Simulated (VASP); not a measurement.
Here is a VASP 6.6.1 calculation.

File INCAR:

```
  PREC = Accurate
  ENCUT = 520
  EDIFF = 1E-6
  ISMEAR = -1
  SIGMA = 0.1
  LREAL = F
  LASPH = T
  NELM = 150
  ALGO = Normal
  ISIF = 2
  LWAVE = F
  LCHARG = T
  ISPIN = 2
  MAGMOM = 3 3 3 -3 0 0 0 0 0 0
  LORBIT = 11
  LMAXMIX = 4
  LDAU = T
  LDAUTYPE = 2
  LDAUL = 2 -1 -1
  LDAUU = 4.37 0 0
  LDAUJ = 0 0 0
  LDAUPRINT = 1
  GGA = PE
  LELF = T
  LVHAR = T
  NBANDS = 39
  ISYM = 0
```

Contents of KPOINTS:

```
Automatic mesh
0
Gamma
  6 4 4
  0 0.5 0.5
```

The input POSCAR:

```
Co2H2C
1.0
    1.6978062900      2.9406868100      0.0000000000
   -1.6978052800      2.9406868100      3.4666825800
    3.3956115700      0.0000000000      3.4666825800
Co H C
4 4 2
Direct
    0.2500000000      0.4167000000      0.0833000000
    0.7500000000      0.9167000000      0.5833000000
    0.2499500000      0.0833500000      0.4166500000
    0.7499500000      0.5833500000      0.9166500000
    0.0000000000      0.3333000000      0.6667000000
    0.5000000000      0.8333000000      0.1667000000
    0.0000500000      0.6666500000      0.3333500000
    0.5000500000      0.1666500000      0.8333500000
    0.0000000000      0.0000000000      0.0000000000
    0.5000000000      0.5000000000      0.5000000000
```

Potentials or basis: VASP PAW PBE potentials, release 64 (Co, H, C).

Launch:

```sh
$ cat potpaw_PBE.64/Co/POTCAR potpaw_PBE.64/H/POTCAR potpaw_PBE.64/C/POTCAR > POTCAR
$ mpirun -np 1 vasp_std > vasp.out
```

(1) Predict the largest force.

(2) What does it give for the net moment?

(3) What does it give for the site moments?

## Answers

(1) 1.160 eV/Å.

(2) 3.64 μB per cell.

(3) Co +1.44, +1.63, +1.85, -1.35; H +0.01, -0.01; C +0.03 μB.

Caveat: the U is typed as a test and isn't derived for this compound; forces of over 1 eV/Å act on the atoms, so gaps and moduli don't describe the material at rest.
